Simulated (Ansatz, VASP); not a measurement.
## PtSe2 in VASP and in Ansatz

INCAR

```
ALGO = Normal
EDIFF = 1E-7
EDIFFG = -0.01
ENCUT = 600
GGA = PS
IBRION = 2
ISIF = 3
ISMEAR = -1
IVDW = 12
LASPH = True
LCHARG = False
LREAL = False
LWAVE = False
NELM = 60
NSW = 60
PREC = Accurate
SIGMA = 0.05
```

The input KPOINTS:

```
k-points
0
Gamma
  8 8 5
```

File POSCAR:

```
PtSe2
1.0
    3.7240000000      0.0000000000      0.0000000000
   -1.8620000000      3.2250786037      0.0000000000
    0.0000000000      0.0000000000      5.0620000000
Pt Se
1 2
Direct
    0.0000000000      0.0000000000      0.0000000000
    0.6666666667      0.3333333333      0.7500000000
    0.3333333333      0.6666666667      0.2500000000
```

Contents of input.yaml:

```yaml
crystal:
  lattice:
    - [3.724, 0.0, 0.0]
    - [-1.862, 3.2250786037, 0.0]
    - [0.0, 0.0, 5.062]
  atoms:
    - { symbol: Pt, position: [0.0, 0.0, 0.0] }
    - { symbol: Se, position: [0.6666666667, 0.3333333333, 0.75] }
    - { symbol: Se, position: [0.3333333333, 0.6666666667, 0.25] }
hamiltonian:
  xc: pbesol
  pseudopotentials: { kind: paw }
  dispersion: d3bj
kpoints:
  mp_grid: { grid: [8, 8, 5] }
scf:
  occupations: { method: fermi_dirac, width: 0.05 }
output:
  forces: true
  stress: true
relax:
  f_tol: 0.01
  max_steps: 40
  cell: { stress_tol: 0.05 }
```

Alike in both runs: task relaxation of cell and atoms; functional PBEsol; dispersion D3(BJ); k mesh 8 × 8 × 5; occupations fermi-dirac, width 0.05 eV; no spin polarisation.

|  | VASP | Ansatz |
| --- | --- | --- |
| version | VASP 6.6.1 | Ansatz 0.2.0 |
| potentials or method | VASP PAW PBE potentials, release 64 (Pt, Se) | Ansatz PAW |
| plane-wave cutoff (eV) | 600 | 420 |
| valence electrons in the cell | 22 | 50 |

Ansatz gave:

| Quantity | Value |
| --- | --- |
| relaxed volume (Å³/atom) | 18.71 |
| relaxed length of the cell vector where the two differ most in proportion (Å) | 3.736 |

Problem. What did VASP give for the same quantities?

Solution. Relaxed volume (Å³/atom): 18.72; relaxed length of the cell vector where the two differ most in proportion (Å): 3.738.

VASP's potentials were made for PBE, not for PBEsol. VASP's potentials hold 22 valence electrons a cell and Ansatz's 50, so a difference there can come from the potentials and not from the codes.

Spin-orbit coupling is off throughout. Noted on Ansatz's run: the plane-wave basis is chosen anew once the cell has moved, so the energies of steps on either side of that aren't comparable.
